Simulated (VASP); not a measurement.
# SnSe (Fm-3m) in VASP: further runs, part 2 of 2

VASP 6.6.1. The steps go on from the part before.

## (3) Single point, PBEsol

File INCAR:

```
PREC = Accurate ; ENCUT = 500
EDIFF = 1E-6 ; ISMEAR = 0
SIGMA = 0.01 ; LREAL = False
LASPH = True ; NELM = 120
ALGO = Normal ; ISIF = 2
LWAVE = False ; LCHARG = False
GGA = PS ; NBANDS = 17
ISYM = 0 ; GGA_COMPAT = False
```

File KPOINTS:

```
Automatic mesh
0
Gamma
  6 6 6
  0 0 0.5
```

File POSCAR:

```
SnSe
1.0
    0.0000000000      2.9848894956      2.9848894956
    2.9848894956      0.0000000000      2.9848894956
    2.9848894956      2.9848894956      0.0000000000
Sn Se
1 1
Direct
    0.0000000000      0.0000000000      0.0000000000
    0.5000000000      0.5000000000      0.5000000000
```

Potentials or basis: VASP PAW PBE potentials, release 64 (Sn_d, Se).

Started as:

```bash
$ cat potpaw_PBE.64/Sn_d/POTCAR potpaw_PBE.64/Se/POTCAR > POTCAR
$ mpirun -np 1 vasp_std > vasp.out
```

OUTCAR:

```text
PREC = Accurate
   ENCUT = 500
   EDIFF = 1E-6
   ISMEAR = 0
   LREAL = False
   LASPH = True
   NELM = 120
   ISIF = 2
   GGA = PS
   ISYM = 0

 ion  position               nearest neighbor table
   1  0.000  0.000  0.000-   2 2.98   2 2.98   2 2.98   2 2.98   2 2.98   2 2.98
   2  0.500  0.500  0.500-   1 2.98   1 2.98   1 2.98   1 2.98   1 2.98   1 2.98

IMPORTANT INFORMATION: All symmetrisations will be switched off!
NOSYMM: (Re-)initialisation of all symmetry stuff for point group C_1.

----------------------------------------------------------------------------------------

                                     Primitive cell

  volume of cell :      53.1881

  direct lattice vectors                    reciprocal lattice vectors
     0.000000000  2.984889496  2.984889496    -0.167510389  0.167510389  0.167510389
     2.984889496  0.000000000  2.984889496     0.167510389 -0.167510389  0.167510389
     2.984889496  2.984889496  0.000000000     0.167510389  0.167510389 -0.167510389

  length of vectors
     4.221271207  4.221271207  4.221271207     0.290136504  0.290136504  0.290136504

  position of ions in fractional coordinates (direct lattice)
     0.000000000  0.000000000  0.000000000
     0.500000000  0.500000000  0.500000000

  ion indices of the primitive-cell ions
   primitive index   ion index
                 1           1
                 2           2

----------------------------------------------------------------------------------------

 KPOINTS: Automatic mesh

Automatic generation of k-mesh.
 Grid dimensions read from file:
 generate k-points for:    6    6    6

 Generating k-lattice:

  Cartesian coordinates                     Fractional coordinates (reciprocal lattice)
    -0.027918398  0.027918398  0.027918398     0.166666667  0.000000000  0.000000000
     0.027918398 -0.027918398  0.027918398     0.000000000  0.166666667  0.000000000
     0.027918398  0.027918398 -0.027918398     0.000000000  0.000000000  0.166666667

  Length of vectors
[... 73 lines left out ...]
   IMIX   =      4    mixing-type and parameters
     AMIX     =   0.40;   BMIX     =  1.00
     AMIX_MAG =   1.60;   BMIX_MAG =  1.00
  volume/ion in A,a.u.               =      26.59       179.47
  Fermi-wavevector in a.u.,A,eV,Ry     =   1.181626  2.232949 18.996987  1.396239
  Thomas-Fermi vector in A             =   2.317895
   LORBIT       =      0    0 simple, 1 ext, 2 COOP (PROOUT), +10 PAW based schemes
   GGA     = PS    functional components
   LHFCALC =     F    Hartree Fock is set to
   AEXX    =    0.0000 exact exchange contribution
   IVDW    =     0    specifies the selected vdW correction
   LEPSILON=     F    determine dielectric tensor
   LRPA    =     F    only Hartree local field effects (RPA)
 non-spin polarized calculation
 Gauss-broadening in eV      SIGMA  =   0.01
  energy-cutoff  :      500.00
  volume of cell :       53.19
 maximum number of plane-waves:      1369
   NGX = 15   NGY = 15   NGZ = 15

 number of electron      20.0000008 magnetization

 Free energy of the ion-electron system (eV)
  ---------------------------------------------------
  ext. energy  EPLUGINS =         0.00000000
  ---------------------------------------------------
  free energy    TOTEN  =        -8.97285496 eV

  energy without entropy =       -8.97285496  energy(sigma->0) =       -8.97285496

 E-fermi :   5.7159     XC(G=0):  -9.8875

 val. band max:        5.6696265110   @ k =   0.2500   0.4167   0.2500
 cond. band min:       6.2460835230   @ k =  -0.4167   0.0833   0.0833
 fundamental gap:      0.5764570120
 Fermi energy:         5.7159464099

 k-point     1 :       0.0000    0.0000    0.0833
  band No.  band energies     occupation
      1     -15.7571      2.00000
      2     -15.7571      2.00000
      3     -15.7561      2.00000
      4     -15.7553      2.00000
      5     -15.7553      2.00000
      6      -8.2670      2.00000
[... 457 lines left out ...]
      4     -15.7475      2.00000
      5     -15.7448      2.00000
      6      -7.6801      2.00000
[... 9 lines left out ...]
     16      14.1923      0.00000
     17      17.4453      0.00000

 [... further k-points ...]

------------------------ aborting loop because EDIFF is reached ----------------------------------------

  FORCE on cell =-STRESS in cart. coord.  units (eV):
  Direction    XX          YY          ZZ          XY          YZ          ZX
  --------------------------------------------------------------------------------------
  -------------------------------------------------------------------------------------
  Total       -0.1499350     -0.1499360     -0.1499287      0.0000026      0.0000014      0.0000021
  in kB       -4.5164684     -4.5164964     -4.5162762      0.0000789      0.0000409      0.0000644
  external PRESSURE =      -4.5164137 kB  Pullay stress =       0.0000000 kB

 VOLUME and BASIS-vectors are now :
 -----------------------------------------------------------------------------
  energy-cutoff  :      500.00
  volume of cell :       53.19
      direct lattice vectors                 reciprocal lattice vectors
     0.000000000  2.984889496  2.984889496    -0.167510389  0.167510389  0.167510389
     2.984889496  0.000000000  2.984889496     0.167510389 -0.167510389  0.167510389
     2.984889496  2.984889496  0.000000000     0.167510389  0.167510389 -0.167510389

 POSITION                                       TOTAL-FORCE (eV/Angst)
 -----------------------------------------------------------------------------------
      0.00000      0.00000      0.00000         0.000001      0.000001     -0.000001
      2.98489      2.98489      2.98489        -0.000001     -0.000001      0.000001
 -----------------------------------------------------------------------------------
    total drift:                               -0.000001     -0.000000      0.000002

  FREE ENERGIE OF THE ION-ELECTRON SYSTEM (eV)
  ---------------------------------------------------
  free  energy   TOTEN  =        -8.9728549561 eV

  energy  without entropy=       -8.9728549561  energy(sigma->0) =       -8.97285496
```

It took 4.7 min on 1 thread of AMD EPYC 7R43 (Zen 3), shared host; peak memory 0.43 GiB.

What came out:

- Free energy: -8.9729 eV
- Pressure: -0.5 GPa
- Band gap on the k mesh: 0.58 eV (least direct gap 0.71 eV)

Levels at points of the mesh, in eV from the valence-band top:
| k point | band 6 | band 7 | band 8 | band 9 | band 10 | band 11 | band 12 | band 13 | band 14 | band 15 |
| --- | --- | --- | --- | --- | --- | --- | --- | --- | --- | --- |
| (0.00, 0.00, 0.08) | -13.94 | -5.28 | -2.18 | -2.18 | -1.94 | 3.95 | 4.04 | 4.04 | 5.82 | 6.01 |

Caveat: the PAW data sets were made with another functional, which shifts forces and pressure a little; spin-orbit coupling is left out, which moves the levels of the heavy elements; a shifted mesh leaves out Γ, where band edges can lie.

## (4) Single point, HSE06

POSCAR is that of step 3.

File INCAR.step1:

```
  ALGO = Normal
  EDIFF = 1E-5
  ENCUT = 400
  GGA = PE
  GGA_COMPAT = F
  ISIF = 2
  ISMEAR = 0
  LASPH = T
  LCHARG = F
  LREAL = F
  LWAVE = T
  NBANDS = 17
  NELM = 120
  PREC = Accurate
  SIGMA = 0.01
```

File INCAR.step2:

```
  ALGO = Normal
  EDIFF = 1E-6
  ENCUT = 400
  GGA = PE
  GGA_COMPAT = F
  HFSCREEN = 0.2079
  ISIF = 2
  ISMEAR = 0
  ISTART = 1
  LASPH = T
  LCHARG = F
  LHFCALC = T
  LREAL = F
  LWAVE = F
  NBANDS = 17
  NELM = 120
  PREC = Accurate
  PRECFOCK = Normal
  SIGMA = 0.01
```

File KPOINTS:

```
k-points
0
Gamma
  4 4 4
```

Started as:

```bash
$ cat potpaw_PBE.64/Sn_d/POTCAR potpaw_PBE.64/Se/POTCAR > POTCAR
$ cp INCAR.step1 INCAR
$ mpirun -np 1 vasp_std > vasp.out
$ cp INCAR.step2 INCAR
$ mpirun -np 1 vasp_std > vasp.out
```

It took 9.6 min on 1 thread of AMD EPYC 7R43 (Zen 3), shared host; peak memory 0.22 GiB.

It converged, with:

* Free energy: -9.7982 eV
* Pressure: -0.7 GPa
* Band gap on the k mesh: 0.61 eV

Levels at points of the mesh, in eV from the valence-band top:
```
           k point  band 6  band 7  band 8  band 9  band 10  band 11  band 12  band 13  band 14  band 15
(0.00, 0.00, 0.00)  -15.85   -5.54   -2.89   -2.89    -2.89     4.92     4.92     4.92     6.18     6.18
(0.50, 0.00, 0.00)  -14.76   -9.33   -2.64   -2.64     0.00     0.61     1.39     1.39     8.80    10.86
(0.50, 0.50, 0.00)  -14.42   -6.75   -6.62   -4.52    -4.52     3.09     6.07     6.07     6.73    11.12
```

Caveat: the k points lie up to 0.46 Å⁻¹ apart; the PAW data sets were made with another functional, which shifts forces and pressure a little; spin-orbit coupling is left out, which moves the levels of the heavy elements. A k mesh can miss the band edges.

## (5) Single point, HF

POSCAR is that of step 4.

File INCAR.step1:

```
ALGO = Normal ; EDIFF = 1E-5
ENCUT = 400 ; GGA = PE
GGA_COMPAT = F ; ISIF = 2
ISMEAR = 0 ; LASPH = T
LCHARG = F ; LREAL = F
LWAVE = T ; NBANDS = 17
NELM = 120 ; PREC = Accurate
SIGMA = 0.01
```

File INCAR.step2:

```
AEXX = 1.0 ; AGGAC = 0.0
ALDAC = 0.0 ; ALGO = Normal
EDIFF = 1E-6 ; ENCUT = 400
GGA = PE ; GGA_COMPAT = F
ISIF = 2 ; ISMEAR = 0
ISTART = 1 ; LASPH = T
LCHARG = F ; LHFCALC = T
LREAL = F ; LWAVE = F
NBANDS = 17 ; NELM = 120
PREC = Accurate ; PRECFOCK = Normal
SIGMA = 0.01
```

KPOINTS is that of step 4.

Started as:

```bash
$ cat potpaw_PBE.64/Sn_d/POTCAR potpaw_PBE.64/Se/POTCAR > POTCAR
$ cp INCAR.step1 INCAR
$ mpirun -np 1 vasp_std > vasp.out
$ cp INCAR.step2 INCAR
$ mpirun -np 1 vasp_std > vasp.out
```

It took 16 min on 1 thread of AMD EPYC 7R43 (Zen 3), shared host; peak memory 0.12 GiB.

The run converged. Its results:

```yaml
Free_energy: -16.4246 eV
Pressure: 5.5 GPa
Band_gap_on_the_k_mesh: 1.95 eV
```

Levels at points of the mesh, in eV from the valence-band top:
```tsv
k point	band 7	band 8	band 9	band 10	band 11	band 12	band 13	band 14
(0.00, 0.00, 0.00)	-8.13	-5.82	-5.82	-5.82	8.60	8.60	8.60	9.55
(0.50, 0.00, 0.00)	-13.84	-5.56	-5.56	0.00	1.95	4.03	4.03	12.76
(0.50, 0.50, 0.00)	-10.51	-10.07	-7.84	-7.84	5.97	10.02	10.02	10.83
```

Caveat: the k points lie up to 0.46 Å⁻¹ apart; the PAW data sets were made with another functional, which shifts forces and pressure a little; spin-orbit coupling is left out, which moves the levels of the heavy elements. A k mesh can miss the band edges.

## (6) The runs side by side

| level | k mesh | cutoff (eV) | grid for exact exchange (PRECFOCK) | share of exact exchange | screening parameter | gap on the mesh (eV) | pressure (GPa) |
| --- | --- | --- | --- | --- | --- | --- | --- |
| PBEsol | 6 × 6 × 6 | 500 | - | - | - | 0.76 | -1.0 |
| PBEsol | 6 × 6 × 6, shifted | 500 | - | - | - | 0.58 | -0.5 |
| HSE06 | 4 × 4 × 4 | 400 | Normal | 0.25 | 0.2079 1/Å | 0.61 | -0.7 |
| HF | 4 × 4 × 4 | 400 | Normal | 1 | - | 1.95 | 5.5 |

Alike in all rows: task single point; potentials or basis VASP PAW PBE potentials, release 64 (Sn_d, Se); no spin polarisation; cell as given; smearing gaussian 0.01 eV.

Caveats: some runs use coarse meshes; the PAW data sets were made with another functional, which shifts forces and pressure a little; spin-orbit coupling is left out, which moves the levels of the heavy elements; a shifted mesh leaves out Γ, where band edges can lie (at least some runs).

Absolute energies hang on the potentials; compare differences alone.
